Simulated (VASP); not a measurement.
Crystal: SiC.

```xyz
4
Lattice="3.0344 0.0000 0.0000 -1.5172 2.6279 0.0000 0.0000 0.0000 4.9798" Properties=species:S:1:pos:R:3 pbc="T T T"
Si    1.5172    0.8760    2.4899
Si    0.0000    1.7519    0.0000
C     1.5172    0.8760    4.4071
C     0.0000    1.7519    1.9172
```

Program: VASP 6.6.1. Alike in all runs: task single point; no spin polarisation; cell as given; k mesh 10 × 10 × 5; smearing fermi-dirac 0.05 eV.

Order these runs on this cell by their pressure, lowest first.
A. level SVWN5; potentials or basis VASP PAW PBE potentials, release 64 (Si, C_h); cutoff (eV) 910
B. level b88 exchange, pbe correlation; potentials or basis VASP PAW PBE potentials, release 64 (Si, C); cutoff (eV) 600
C. level r2SCAN+D4; potentials or basis VASP PAW PBE potentials, release 64 (Si, C); cutoff (eV) 520

A (6.6 GPa), C (8.4 GPa), B (13.7 GPa).

Caveats: the cell stands under pressure; the PAW data sets were made with another functional, which shifts forces and pressure a little; the cutoff is under 1.25 times the usual one of these potentials, so pressure, stress and relaxed cells hold a basis-set (Pulay) error (at least some runs).
